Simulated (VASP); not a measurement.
A run of VASP 6.6.1:

The input POSCAR:

```
S
1.0
    2.4928049820      0.0000000000      0.0000000000
    0.0000000000      2.4928049820      0.0000000000
    0.0000000000      0.0000000000      2.4928049820
S
1
Direct
    0.0000000000      0.0000000000      0.0000000000
```

File INCAR.step1:

```
SYSTEM = S
PREC     = Accurate       ! precision mode
ENCUT    = 520            ! plane-wave cutoff, eV
EDIFF    = 1E-6           ! SCF threshold, eV
ISMEAR   = -1             ! smearing method
SIGMA    = 0.1            ! smearing width, eV
LREAL    = .FALSE.        ! projectors in reciprocal space
LASPH    = .TRUE.         ! aspherical terms in the spheres
NELM     = 100            ! most SCF steps
ALGO     = Normal         ! electronic algorithm
ISIF     = 2              ! what is computed and relaxed
LWAVE    = .FALSE.        ! write WAVECAR
LCHARG   = .TRUE.         ! write CHGCAR
GGA      = PE             ! functional
NBANDS   = 9              ! bands
```

Contents of KPOINTS.step1:

```
regular mesh
0
G
  14 14 14
  0 0 0
```

Contents of INCAR.step2:

```
SYSTEM = S
PREC     = Accurate       ! precision mode
ENCUT    = 520            ! plane-wave cutoff, eV
EDIFF    = 1E-6           ! SCF threshold, eV
ISMEAR   = -5             ! smearing method
SIGMA    = 0.1            ! smearing width, eV
LREAL    = .FALSE.        ! projectors in reciprocal space
LASPH    = .TRUE.         ! aspherical terms in the spheres
NELM     = 100            ! most SCF steps
ALGO     = Normal         ! electronic algorithm
ISIF     = 2              ! what is computed and relaxed
LWAVE    = .FALSE.        ! write WAVECAR
LCHARG   = .FALSE.        ! write CHGCAR
GGA      = PE             ! functional
LORBIT   = 10             ! projections on sites
NEDOS    = 2001           ! points of the DOS
ICHARG   = 11             ! starting density
```

The input KPOINTS.step2:

```
regular mesh
0
G
  21 21 21
  0 0 0
```

Potentials or basis: VASP PAW PBE potentials, release 64 (S).

Command:

```bash
$ cat potpaw_PBE.64/S/POTCAR > POTCAR
$ cp INCAR.step1 INCAR
$ cp KPOINTS.step1 KPOINTS
$ mpirun -np 1 vasp_std > vasp.out
$ cp INCAR.step2 INCAR
$ cp KPOINTS.step2 KPOINTS
$ mpirun -np 1 vasp_std > vasp.out
```

Hardware: 1 thread of Intel(R) Xeon(R) 6975P-C (Granite Rapids) (shared host).

**Question.** How long does it take, and how much memory?

**Answer.** Run time: 13 s on 1 thread of Intel(R) Xeon(R) 6975P-C (Granite Rapids), with other jobs on the host, peak memory 0.13 GiB. Counts: k points 286.
